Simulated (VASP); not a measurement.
# Al (a cell with a defect) in VASP: a series of runs

Runs on Al (a cell with a defect). Level: PBEsol. Tasks: single point.

Everything below comes from runs of VASP 6.6.1. Logs are shortened: lines on timing, memory, paths and dates and some standing lists are left out, and cuts for length are marked.

## 1. The cell of the first run

The cell holds a defect, 19 atoms: a = 7.512 Å, b = 7.512 Å, c = 7.512 Å, α = 106.60°, β = 106.60°, γ = 115.38°.

## 2. Single point, PBEsol

Contents of INCAR:

```
  ALGO = Normal
  EDIFF = 1E-6
  ENCUT = 520
  GGA = PS
  ISIF = 2
  ISMEAR = 0
  LASPH = True
  LCHARG = True
  LELF = True
  LREAL = Auto
  LVHAR = True
  LWAVE = False
  NBANDS = 44
  NELM = 60
  PREC = Accurate
  SIGMA = 0.1
```

Contents of KPOINTS:

```
k-points
0
Gamma
  4 4 4
```

Contents of POSCAR:

```
Al
1.0
    6.0233342682      2.0077780894      4.0155561788
   -6.0233342682     -2.0077780894      4.0155561788
    2.0077780894     -6.0233342682     -4.0155561788
Al
19
Direct
    0.1514626290      0.0529101959      0.7043728250
    0.6083732303      0.2040722819      0.8016138805
    0.0975415986      0.6932406502      0.8016138805
    0.1959277181      0.3975415986      0.6043009484
    0.3000000000      0.1000000000      0.4000000000
    0.5500000000      0.8500000000      0.9000000000
    0.6481153120      0.5478647504      0.6959800624
    0.7529101959      0.2485373710      0.5014475669
    0.0024584014      0.0067593498     -0.0016138805
    0.2478647504      0.7518846880      0.4997494384
    0.3470898041      0.4514626290      0.2985524331
    0.4518846880      0.1521352496      0.1040199376
    0.7067593498      0.9083732303      0.6043009484
    0.8000000000      0.6000000000      0.4000000000
    0.9040722819      0.3024584014      0.1956990516
    0.3932406502      0.7916267697      0.1956990516
    0.4916267697      0.4959277181      0.9983861195
    0.8521352496      0.9481153120      0.3002505616
    0.9485373710      0.6470898041      0.0956271750
```

Potentials or basis: VASP PAW PBE potentials, release 64 (Al).

Command:

```
> cat potpaw_PBE.64/Al/POTCAR > POTCAR
> mpirun -np 1 vasp_std > vasp.out
```

OUTCAR:

```text
EDIFF = 1E-6
   ENCUT = 520
   GGA = PS
   ISIF = 2
   ISMEAR = 0
   LASPH = True
   LREAL = Auto
   NELM = 60
   PREC = Accurate

 ion  position               nearest neighbor table
   1  0.151  0.053  0.704-   9 2.79  17 2.79  13 2.81   4 2.81  10 2.84  12 2.84  18 2.85  14 2.86
                             5 2.86   3 2.89   2 2.89
   2  0.608  0.204  0.802-  19 2.79  13 2.80  15 2.80   8 2.81   7 2.83   6 2.85   5 2.86  10 2.87
                            17 2.88  12 2.89   1 2.89
   3  0.098  0.693  0.802-  19 2.79  16 2.80   4 2.80   8 2.81   7 2.83   6 2.85  14 2.86  10 2.87
                             9 2.88  12 2.89   1 2.89
   4  0.196  0.398  0.604-   8 2.79  17 2.80   3 2.80   1 2.81  18 2.83   6 2.85   5 2.86   7 2.87
                            15 2.88  10 2.89  11 2.89
   5  0.300  0.100  0.400-  18 2.82  12 2.82   7 2.82  10 2.82  11 2.86   8 2.86  19 2.86   1 2.86
                             4 2.86   9 2.86  16 2.86   2 2.86
   6  0.550  0.850  0.900-   2 2.85   3 2.85  13 2.85   4 2.85   9 2.85  15 2.85  17 2.85  16 2.85
                            10 2.85  12 2.85   7 2.85  18 2.85
   7  0.648  0.548  0.696-  14 2.82   5 2.82   3 2.83   2 2.83  11 2.84  19 2.84   8 2.85   6 2.85
                            13 2.87   4 2.87   9 2.89  17 2.89
   8  0.753  0.249  0.501-   4 2.79  13 2.79   2 2.81   3 2.81  12 2.84  18 2.84   7 2.85   5 2.86
                            14 2.86  16 2.89  15 2.89
   9  0.002  0.007  0.998-   1 2.79  13 2.80  15 2.80  11 2.81  12 2.83   6 2.85   5 2.86  18 2.87
[... 7 lines left out ...]
  13  0.707  0.908  0.604-   8 2.79   2 2.80   9 2.80   1 2.81  18 2.83   6 2.85  14 2.86   7 2.87
                            16 2.88  10 2.89  11 2.89
  14  0.800  0.600  0.400-  18 2.82   7 2.82  12 2.82  10 2.82  11 2.86   8 2.86   1 2.86  19 2.86
                            13 2.86  15 2.86  17 2.86   3 2.86
  15  0.904  0.302  0.196-  11 2.79   2 2.80   9 2.80  19 2.81  10 2.83   6 2.85  14 2.86  12 2.87
                             4 2.88  18 2.89   8 2.89
  16  0.393  0.792  0.196-  11 2.79   3 2.80  17 2.80  19 2.81  10 2.83   6 2.85   5 2.86  12 2.87
                            13 2.88  18 2.89   8 2.89
  17  0.492  0.496  0.998-   1 2.79   4 2.80  16 2.80  11 2.81  12 2.83   6 2.85  14 2.86  18 2.87
                             2 2.88   7 2.89  19 2.89
  18  0.852  0.948  0.300-  14 2.82   5 2.82  13 2.83   4 2.83  19 2.84   8 2.84   1 2.85   6 2.85
                            17 2.87   9 2.87  15 2.89  16 2.89
  19  0.949  0.647  0.096-   3 2.79   2 2.79  16 2.81  15 2.81  18 2.84   7 2.84  10 2.85   5 2.86
                            14 2.86   9 2.89  17 2.89

  LATTYP: Found a body centered tetragonal cell.
 ALAT       =     8.9790565833
 C/A-ratio  =     0.8944271910

  Lattice vectors:

 A1 = (   6.0233342682,   2.0077780894,   4.0155561788)
 A2 = (  -6.0233342682,  -2.0077780894,   4.0155561788)
 A3 = (   2.0077780894,  -6.0233342682,  -4.0155561788)

Analysis of symmetry for initial positions (statically):
=====================================================================
 Subroutine PRICEL returns:
 Original cell was already a primitive cell.

 Routine SETGRP: Setting up the symmetry group for a
 body centered tetragonal supercell.

[... 162 lines left out ...]
     AMIX     =   0.40;   BMIX     =  1.00
     AMIX_MAG =   1.60;   BMIX_MAG =  1.00
  volume/ion in A,a.u.               =      17.04       114.99
  Fermi-wavevector in a.u.,A,eV,Ry     =   0.917552  1.733922 11.454771  0.841902
  Thomas-Fermi vector in A             =   2.042534
   LORBIT       =      0    0 simple, 1 ext, 2 COOP (PROOUT), +10 PAW based schemes
   GGA     = PS    functional components
   LHFCALC =     F    Hartree Fock is set to
   AEXX    =    0.0000 exact exchange contribution
   IVDW    =     0    specifies the selected vdW correction
   LEPSILON=     F    determine dielectric tensor
   LRPA    =     F    only Hartree local field effects (RPA)
 non-spin polarized calculation
 Gauss-broadening in eV      SIGMA  =   0.10
  energy-cutoff  :      520.00
  volume of cell :      323.75
 maximum number of plane-waves:      8732
   NGX = 27   NGY = 27   NGZ = 27

 number of electron      57.0000000 magnetization

 Free energy of the ion-electron system (eV)
  ---------------------------------------------------
  ext. energy  EPLUGINS =         0.00000000
  ---------------------------------------------------
  free energy    TOTEN  =       -76.97123816 eV

  energy without entropy =      -76.93915573  energy(sigma->0) =      -76.95519695

 E-fermi :   7.5162     XC(G=0): -10.1023

 val. band max:        7.5008843338   @ k =   0.0000   0.0000   0.0000
 cond. band min:       7.5273883518   @ k =   0.5000   0.2500  -0.0000
 fundamental gap:      0.0265040180
 Fermi energy:         7.5161744361

 k-point     1 :       0.0000    0.0000    0.0000
  band No.  band energies     occupation
      1      -3.4343      2.00000
      2       0.0463      2.00000
      3       0.1301      2.00000
      4       0.1301      2.00000
      5       0.1378      2.00000
      6       0.4368      2.00000
[... 591 lines left out ...]
     39      12.3796      0.00000
     40      12.4941      0.00000
 [bands above 40 left out]

------------------------ aborting loop because EDIFF is reached ----------------------------------------

  FORCE on cell =-STRESS in cart. coord.  units (eV):
  Direction    XX          YY          ZZ          XY          YZ          ZX
  --------------------------------------------------------------------------------------
  -------------------------------------------------------------------------------------
  Total       -2.2177841     -2.2177841     -2.5426624      0.0000000      0.0000000     -0.0000000
  in kB      -10.9754599    -10.9754599    -12.5832307      0.0000000      0.0000000     -0.0000000
  external PRESSURE =     -11.5113835 kB  Pullay stress =       0.0000000 kB

 VOLUME and BASIS-vectors are now :
 -----------------------------------------------------------------------------
  energy-cutoff  :      520.00
  volume of cell :      323.75
      direct lattice vectors                 reciprocal lattice vectors
     6.023334268  2.007778089  4.015556179     0.099612602 -0.049806301  0.124515753
    -6.023334268 -2.007778089  4.015556179    -0.049806301 -0.099612602  0.124515753
     2.007778089 -6.023334268 -4.015556179     0.049806301 -0.149418903  0.000000000

 POSITION                                       TOTAL-FORCE (eV/Angst)
 -----------------------------------------------------------------------------------
      2.00784     -4.04480     -2.00778         0.004745      0.000563     -0.000000
      4.04470     -4.01664      0.04350        -0.002238     -0.000226      0.001191
     -1.97863     -6.02442     -0.04350        -0.002238     -0.000226     -0.001191
     -0.00109     -4.04470     -0.04350        -0.000226      0.002238     -0.001191
      2.00778     -2.00778      0.00000         0.000000     -0.000000     -0.000000
     -0.00000     -6.02333      2.00778         0.000000     -0.000000     -0.000000
[... 11 lines left out ...]
      0.02472     -2.00122      6.02333        -0.001786      0.002783     -0.000000
      2.00772      0.02925      6.02333        -0.004745     -0.000563     -0.000000
 -----------------------------------------------------------------------------------
    total drift:                               -0.000002     -0.000009      0.000000

  FREE ENERGIE OF THE ION-ELECTRON SYSTEM (eV)
  ---------------------------------------------------
  free  energy   TOTEN  =       -76.9712381635 eV

  energy  without entropy=      -76.9391557328  energy(sigma->0) =      -76.95519695
```

OSZICAR:

```text
N       E                     dE             d eps       ncg     rms          rms(c)
DAV:   1     0.644159607791E+02    0.64416E+02   -0.19611E+04  1232   0.103E+03
DAV:   2    -0.704041513000E+02   -0.13482E+03   -0.12708E+03  1476   0.135E+02
DAV:   3    -0.775006482753E+02   -0.70965E+01   -0.68715E+01  1528   0.253E+01
DAV:   4    -0.776263603003E+02   -0.12571E+00   -0.12501E+00  1520   0.379E+00
DAV:   5    -0.776285673350E+02   -0.22070E-02   -0.22063E-02  1500   0.590E-01    0.613E+00
DAV:   6    -0.771887438480E+02    0.43982E+00   -0.31030E-01  1456   0.160E+00    0.353E+00
DAV:   7    -0.769858601753E+02    0.20288E+00   -0.16048E-01  1516   0.121E+00    0.668E-01
DAV:   8    -0.769723978519E+02    0.13462E-01   -0.14190E-02  1452   0.399E-01    0.363E-01
DAV:   9    -0.769712517937E+02    0.11461E-02   -0.14758E-03  1524   0.132E-01    0.163E-01
DAV:  10    -0.769712471595E+02    0.46342E-05   -0.13911E-04  1464   0.392E-02    0.446E-02
DAV:  11    -0.769712408779E+02    0.62817E-05   -0.24091E-05  1508   0.164E-02    0.128E-02
DAV:  12    -0.769712388138E+02    0.20640E-05   -0.38361E-06  1404   0.613E-03    0.553E-03
DAV:  13    -0.769712381635E+02    0.65029E-06   -0.36664E-07   832   0.221E-03
   1 F= -.76971238E+02 E0= -.76955197E+02  d E =-.320824E-01
```

Wall time 4.1 min (1 thread of Intel Xeon Platinum 8259CL at 2.50GHz (Skylake/Cascade Lake), shared host); peak memory 0.44 GiB.

Results:

```yaml
Free_energy: -76.9712 eV
Pressure: -1.2 GPa
Largest_force: 0.005 eV/Å
```

Forces in eV/Å, atoms in the order of the input:
```
Al   0.005  0.001  0.000
Al  -0.002  0.000  0.001
Al  -0.002  0.000 -0.001
Al   0.000  0.002 -0.001
Al   0.000  0.000  0.000
Al   0.000  0.000  0.000
Al  -0.003 -0.002  0.000
Al  -0.001  0.005  0.000
Al   0.002  0.000  0.001
Al   0.002 -0.003  0.000
Al   0.001 -0.005  0.000
Al   0.003  0.002  0.000
Al   0.000  0.002  0.001
Al   0.000  0.000  0.000
Al   0.000 -0.002  0.001
Al   0.000 -0.002 -0.001
Al   0.002  0.000 -0.001
Al  -0.002  0.003  0.000
Al  -0.005 -0.001  0.000
```

Caveat: the PAW data sets were made with another functional, which shifts forces and pressure a little.

## 3. Single point, PBEsol

Contents of INCAR:

```
SYSTEM = Al
  PREC = Accurate
  ENCUT = 520
  EDIFF = 1E-7
  ISMEAR = 0
  SIGMA = 0.1
  LREAL = Auto
  LASPH = .TRUE.
  NELM = 60
  ALGO = Normal
  ISIF = 2
  LWAVE = .FALSE.
  LCHARG = .TRUE.
  GGA = PS
  LELF = .TRUE.
  LVHAR = .TRUE.
  NBANDS = 44
```

Contents of KPOINTS:

```
regular mesh
0
G
  4 4 4
  0 0 0
```

Contents of POSCAR:

```
Al
1.0
    6.0233342682      2.0077780894      4.0155561788
   -6.0233342682     -2.0077780894      4.0155561788
    2.0077780894     -6.0233342682     -4.0155561788
Al
19
Direct
    0.0485373410      0.3470898585      0.8956271996
    0.5916268715      0.1959277565      0.7983861432
    0.1024583868      0.7067592717      0.7983861432
    0.1975416132      0.3932407283      0.6016138568
    0.2959277565      0.0975416132      0.4043008849
    0.5518847016      0.8521352331      0.9040199347
    0.6500000000      0.5500000000      0.7000000000
    0.7481152984      0.2478647669      0.4959800653
    0.0040722435      0.0024583868     -0.0043008849
    0.2514626590      0.7529101415      0.5043728004
    0.3478647669      0.4518847016      0.2997494685
    0.4470898585      0.1514626590      0.0985525175
    0.7083731285      0.9040722435      0.6016138568
    0.8067592717      0.6083731285      0.4043008849
    0.9000000000      0.3000000000      0.2000000000
    0.4000000000      0.8000000000      0.2000000000
    0.4932407283      0.4916268715      0.9956991151
    0.8529101415      0.9485373410      0.3014474825
    0.9521352331      0.6481152984      0.1002505315
```

Potentials or basis: VASP PAW PBE potentials, release 64 (Al).

Command:

```
> cat potpaw_PBE.64/Al/POTCAR > POTCAR
> mpirun -np 1 vasp_std > vasp.out
```

Run time: 5.1 min. Hardware: 1 thread of Intel Xeon Platinum 8259CL at 2.50GHz (Skylake/Cascade Lake), shared host; peak memory 0.44 GiB.

Results (log left out):

| Property | Result |
| --- | --- |
| Free energy | -76.9712 eV |
| Pressure | -1.2 GPa |
| Largest force | 0.005 eV/Å |

Forces on the atoms (eV/Å):
```
Al  -0.005 -0.001  0.000
Al   0.002  0.000 -0.001
Al   0.002  0.000  0.001
Al  -0.002  0.000 -0.001
Al   0.000  0.002 -0.001
Al   0.003  0.002  0.000
Al   0.000  0.000  0.000
Al  -0.003 -0.002  0.000
Al   0.000 -0.002  0.001
Al   0.005  0.001  0.000
Al   0.002 -0.003  0.000
Al   0.001 -0.005  0.000
Al  -0.002  0.000  0.001
Al   0.000  0.002  0.001
Al   0.000  0.000  0.000
Al   0.000  0.000  0.000
Al   0.000 -0.002 -0.001
Al  -0.001  0.005  0.000
Al  -0.002  0.003  0.000
```

Stress tensor (GPa, compression positive):
```
-1.10  0.00  0.00
 0.00 -1.10  0.00
 0.00  0.00 -1.26
```

Levels at points of the mesh, in eV from the Fermi level:
| k point | band 26 | band 27 | band 28 | band 29 | band 30 | band 31 |
| --- | --- | --- | --- | --- | --- | --- |
| (0.00, 0.00, 0.00) | 0.03 | 0.04 | 0.18 | 0.27 | 0.27 | 0.51 |
| (0.50, 0.00, 0.00) | -0.37 | -0.14 | -0.11 | -0.08 | 0.33 | 0.84 |
| (0.50, 0.50, 0.00) | -0.65 | -0.47 | -0.23 | 0.63 | 0.66 | 0.75 |
| (0.50, 0.50, 0.50) | -1.61 | -1.29 | -1.17 | -1.04 | -1.04 | -1.01 |

Caveat: the PAW data sets were made with another functional, which shifts forces and pressure a little.

## 4. Single point, PBEsol

Contents of INCAR:

```
SYSTEM = Al
ALGO = Normal
EDIFF = 1E-6
ENCUT = 520
GGA = PS
ISIF = 2
ISMEAR = 0
LASPH = .True.
LCHARG = .False.
LREAL = Auto
LWAVE = .False.
NBANDS = 44
NELM = 100
PREC = Accurate
SIGMA = 0.1
```

Contents of KPOINTS:

```
k-points
0
Gamma
  4 4 4
  0 0 0
```

Contents of POSCAR:

```
Al
1.0
    6.0233342682      2.0077780894      4.0155561788
   -6.0233342682     -2.0077780894      4.0155561788
    2.0077780894     -6.0233342682     -4.0155561788
Al
19
Direct
    0.1514627048      0.0529102298      0.7043729123
    0.6083732841      0.2040722788      0.8016139376
    0.0975415814      0.6932406810      0.8016138878
    0.1959277034      0.3975416677      0.6043009964
    0.2999999866      0.0999999955      0.3999999822
    0.5499999755      0.8499999622      0.8999999599
    0.6481153006      0.5478647794      0.6959801023
    0.7529102484      0.2485373770      0.5014476477
    0.0024584141      0.0067592878     -0.0016139234
    0.2478646931      0.7518846868      0.4997494022
    0.3470898521      0.4514626416      0.2985525159
    0.4518846504      0.1521351894      0.1040198621
    0.7067593065      0.9083732707      0.6043009964
    0.7999999644      0.5999999733      0.3999999822
    0.9040722974      0.3024584008      0.1956991174
    0.3932406944      0.7916267532      0.1956991174
    0.4916268163      0.4959277399      0.9983861815
    0.8521351583      0.9481152873      0.3002505123
    0.9485373957      0.6470897889      0.0956272513
```

Command:

```
> cat potpaw_PBE.64/Al/POTCAR > POTCAR
> mpirun -np 1 vasp_std > vasp.out
```

Run time: 4.3 min. Hardware: 1 thread of Intel Xeon Platinum 8259CL at 2.50GHz (Skylake/Cascade Lake), shared host; peak memory 0.43 GiB.

Results (log left out):

| Quantity | Value |
| --- | --- |
| Free energy | -76.9712 eV |
| Pressure | -1.2 GPa |
| Largest force | 0.005 eV/Å |

Forces in eV/Å, atoms in the order of the input:
```
Al   0.005  0.001  0.000
Al  -0.002  0.000  0.001
Al  -0.002  0.000 -0.001
Al   0.000  0.002 -0.001
Al   0.000  0.000  0.000
Al   0.000  0.000  0.000
Al  -0.003 -0.002  0.000
Al  -0.001  0.005  0.000
Al   0.002  0.000  0.001
Al   0.002 -0.003  0.000
Al   0.001 -0.005  0.000
Al   0.003  0.002  0.000
Al   0.000  0.002  0.001
Al   0.000  0.000  0.000
Al   0.000 -0.002  0.001
Al   0.000 -0.002 -0.001
Al   0.002  0.000 -0.001
Al  -0.002  0.003  0.000
Al  -0.005 -0.001  0.000
```

Stress tensor (GPa, compression positive):
```
-1.10  0.00  0.00
 0.00 -1.10  0.00
 0.00  0.00 -1.26
```

Levels at points of the mesh, in eV from the Fermi level:
```tsv
k point	band 25	band 26	band 27	band 28	band 29	band 30	band 31	band 32
(0.00, 0.00, 0.00)	-0.02	0.03	0.04	0.18	0.27	0.27	0.51	0.54
(0.50, 0.00, 0.00)	-0.37	-0.37	-0.14	-0.11	-0.08	0.33	0.84	1.00
(0.50, 0.50, 0.00)	-0.79	-0.65	-0.47	-0.23	0.63	0.66	0.75	0.97
(0.50, 0.50, 0.50)	-1.64	-1.61	-1.29	-1.17	-1.04	-1.04	-1.01	-1.01
```

Caveat: the PAW data sets were made with another functional, which shifts forces and pressure a little.

[end of part 1 of 2]
